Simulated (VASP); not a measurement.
Write the native input for VASP 6.6.1 that does the following.

```
Task                               : single point
Functional                         : PBE-based screened hybrid with 5 % exact exchange
Potentials or basis                : VASP PAW PBE potentials, release 64 (K_sv, I)
Cutoff                             : 520 eV
k mesh                             : 4 × 4 × 4
Occupations                        : gaussian, width 0.01 eV
Spin                               : no spin polarisation
Dipole correction                  : no
Grid for exact exchange (PRECFOCK) : Normal
Share of exact exchange            : 0.05
Further INCAR settings             : ALGO = Normal; EDIFF = 1e-06; NBANDS = 15
Screening parameter                : 0.5 1/Å
```

The system is KI.

```
K I
1.0
     0.00000    3.96589    3.96589
     3.96589    0.00000    3.96589
     3.96589    3.96589    0.00000
K I
1 1
Direct
  0.00000 0.00000 0.00000
  0.25000 0.25000 0.25000
```

One way to write it, as run:

POSCAR

```
KI
1.0
    0.0000000000      3.9658942500      3.9658942500
    3.9658942500      0.0000000000      3.9658942500
    3.9658942500      3.9658942500      0.0000000000
K I
1 1
Direct
    0.0000000000      0.0000000000      0.0000000000
    0.2500000000      0.2500000000      0.2500000000
```

INCAR.step1

```
SYSTEM = KI
PREC = Accurate
ENCUT = 520
EDIFF = 1E-5
ISMEAR = 0
SIGMA = 0.01
LREAL = .FALSE.
LASPH = .TRUE.
NELM = 60
ALGO = Normal
ISIF = 2
LWAVE = .TRUE.
LCHARG = .FALSE.
GGA = PE
NBANDS = 15
```

INCAR.step2

```
SYSTEM = KI
PREC = Accurate
ENCUT = 520
EDIFF = 1E-6
ISMEAR = 0
SIGMA = 0.01
LREAL = .FALSE.
LASPH = .TRUE.
NELM = 60
ALGO = Normal
ISIF = 2
LWAVE = .FALSE.
LCHARG = .FALSE.
GGA = PE
LHFCALC = .TRUE.
AEXX = 0.05
HFSCREEN = 0.5
PRECFOCK = Normal
ISTART = 1
NBANDS = 15
```

KPOINTS

```
Automatic mesh
0
G
  4 4 4
  0 0 0
```

Potentials or basis: VASP PAW PBE potentials, release 64 (K_sv, I).

Command:

```sh
$ cat potpaw_PBE.64/K_sv/POTCAR potpaw_PBE.64/I/POTCAR > POTCAR
$ cp INCAR.step1 INCAR
$ mpirun -np 1 vasp_std > vasp.out
$ cp INCAR.step2 INCAR
$ mpirun -np 1 vasp_std > vasp.out
```

Results of the run:

```
Pressure               : 0.2 GPa
Band gap on the k mesh : 4.02 eV
```

Caveat: the PAW data sets were made with another functional, which shifts forces and pressure a little; spin-orbit coupling is left out, which moves the levels of the heavy elements.

Run time: 7.9 min on 1 thread of AMD EPYC 7R43 64-Core Processor (Zen 3), with other jobs on the host, peak memory 0.35 GiB.
